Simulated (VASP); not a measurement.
A run of VASP 6.6.1:

Contents of INCAR:

```
  PREC = Accurate
  ENCUT = 520
  EDIFF = 1E-7
  ISMEAR = -1
  SIGMA = 0.1
  LREAL = False
  LASPH = True
  NELM = 100
  ALGO = Normal
  ISIF = 2
  LWAVE = False
  LCHARG = False
  GGA = PE
  NBANDS = 16
```

The input KPOINTS:

```
regular mesh
0
Gamma
  11 11 6
```

The input POSCAR:

```
LiAl2B2
1.0
    1.7296640000      2.9958640000      0.0000000000
   -1.7296640000      2.9958640000      0.0000000000
    0.0000000000      0.0000000000      6.0060410000
Li B Al
1 2 2
Direct
    0.0000000000      0.0000000000      0.0000000000
    0.3333300000      0.3333400000      0.2617000000
    0.6666700000      0.6666600000      0.7383000000
    0.3333300000      0.3333400000      0.6298000000
    0.6666700000      0.6666600000      0.3702000000
```

Potentials or basis: VASP PAW PBE potentials, release 64 (Li_sv, B, Al).

Command:

```console
$ cat potpaw_PBE.64/Li_sv/POTCAR potpaw_PBE.64/B/POTCAR potpaw_PBE.64/Al/POTCAR > POTCAR
$ mpirun -np 1 vasp_std > vasp.out
```

Hardware: 1 thread of AMD EPYC 7571, with other jobs on the host.

Q: How long does it take, and how much memory?

A: Run time: 7.1 min on 1 thread of AMD EPYC 7571, with other jobs on the host, peak memory 0.29 GiB. Counts: scf iterations 13, k points 204.
